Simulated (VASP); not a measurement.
The system is Cd3Te2Se.

```
Cd Te Se
1.0
    -2.15309    2.15309    9.13477
     2.15309   -2.15309    9.13477
     2.15309    2.15309   -9.13477
Cd Te Se
3 2 1
Direct
  0.83333 0.83333 0.00000
  0.50000 0.50000 0.00000
  0.16667 0.16667 0.00000
  0.41667 0.91667 0.50000
  0.08333 0.58333 0.50000
  0.75000 0.25000 0.50000
```

```yaml
Program: VASP 6.6.1
Task: relaxation of cell and atoms
Functional: PBE
Potentials_or_basis: VASP PAW PBE potentials, release 64 (Cd, Te, Se)
Cutoff: 600 eV
k_mesh: 6 × 6 × 6
Occupations: gaussian, width 0.1 eV
Spin: no spin polarisation
```

At the start: pressure 11.7 GPa; volume 28.23 Å³/atom.

How do energy, volume and symmetry change on relaxing?

Over 9 steps the energy falls by 202.0 meV/atom and the volume is 34.22 Å³/atom (+21.2 %); space group I-4m2 (No. 119, to 0.1 Å) before and after.

Step by step:
```tsv
step	energy change (eV)	largest force (eV/Å)	pressure (GPa)	volume (Å³)
1	0.0000	1.1226	11.66	169.39
2	-0.9814	0.2645	-2.77	224.92
3	-1.1513	0.4473	-0.07	205.85
4	-1.1514	0.4384	-0.18	206.62
5	-1.1707	0.3432	-0.16	206.16
6	-1.2041	0.1847	0.00	204.78
7	-1.2070	0.1876	0.09	204.22
8	-1.2116	0.0636	-0.06	204.99
9	-1.2119	0.0162	-0.12	205.30
```

Final structure:
```yaml
crystal:
  lattice:
    - [-2.29880, 2.29880, 9.71239]
    - [2.29880, -2.29880, 9.71239]
    - [2.29880, 2.29880, -9.71239]
  atoms:
    - { symbol: Cd, position: [0.82561, 0.82561, 0.00000] }
    - { symbol: Cd, position: [0.50000, 0.50000, 0.00000] }
    - { symbol: Cd, position: [0.17439, 0.17439, 0.00000] }
    - { symbol: Te, position: [0.41281, 0.91281, 0.50000] }
    - { symbol: Te, position: [0.08719, 0.58719, 0.50000] }
    - { symbol: Se, position: [0.75000, 0.25000, 0.50000] }
```

Caveat: the volume moved by over 15 % at a fixed basis, so the end points are rough.
